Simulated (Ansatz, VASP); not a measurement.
## Bi in VASP and in Ansatz

Contents of INCAR:

```
SYSTEM = Bi
ALGO = Fast
EDIFF = 1E-6
ENCUT = 520
ISIF = 2
ISMEAR = 0
LASPH = .True.
LCHARG = .False.
LREAL = .False.
LWAVE = .False.
NBANDS = 14
NELM = 100
PREC = Accurate
SIGMA = 0.15
```

Contents of KPOINTS:

```
k-points
0
Gamma
  18 18 18
  0 0 0
```

Contents of POSCAR:

```
Bi
1.0
   -2.0557341767      1.9071268869      1.9814305318
    2.0557341767     -1.9071268869      1.9814305318
    2.0557341767      1.9071268869     -1.9814305318
Bi
1
Direct
    0.0000000000      0.0000000000      0.0000000000
```

Input for Ansatz:

```yaml
crystal:
  lattice:
    - [-2.0557341767, 1.9071268869, 1.9814305318]
    - [2.0557341767, -1.9071268869, 1.9814305318]
    - [2.0557341767, 1.9071268869, -1.9814305318]
  atoms:
    - { symbol: Bi, position: [0.0, 0.0, 0.0] }
basis:
  ecutwfc: 420
kpoints:
  mp_grid: { grid: [18, 18, 18] }
hamiltonian:
  xc: lda
scf:
  occupations: { method: gaussian, width: 0.15 }
output:
  forces: true
  stress: true
  eigenvalues: true
```

Change from the starting cell: strain +0.0375 x Voigt [1, -1, 0, 0, 0, 0], atoms carried along.

Alike in both runs: task single point; functional LDA; k mesh 18 × 18 × 18; occupations gaussian, width 0.15 eV; no spin polarisation.

```csv
,VASP,Ansatz
version,VASP 6.6.1,Ansatz 0.2.0
potentials or method,"VASP PAW LDA potentials, release 64 (Bi_d), cutoff 520 eV","scalar-relativistic, plane waves, PAW"
valence electrons in the cell,15,15
```

VASP gave:

- gap on the k mesh at the Fermi level (eV): none
- pressure (GPa): -3.1
- traceless stress, the component that is largest in VASP (GPa): -0.34

Problem. Which values does Ansatz return?

Solution. gap on the k mesh at the Fermi level (eV): none; pressure (GPa): -3.2; traceless stress, the component that is largest in VASP (GPa): -0.34.

LDA's correlation is that of Perdew and Zunger in VASP and of Perdew and Wang (1992) in Ansatz. A gap of «none» marks a metal or a gap that the smearing closes.

Spin-orbit coupling is off throughout.
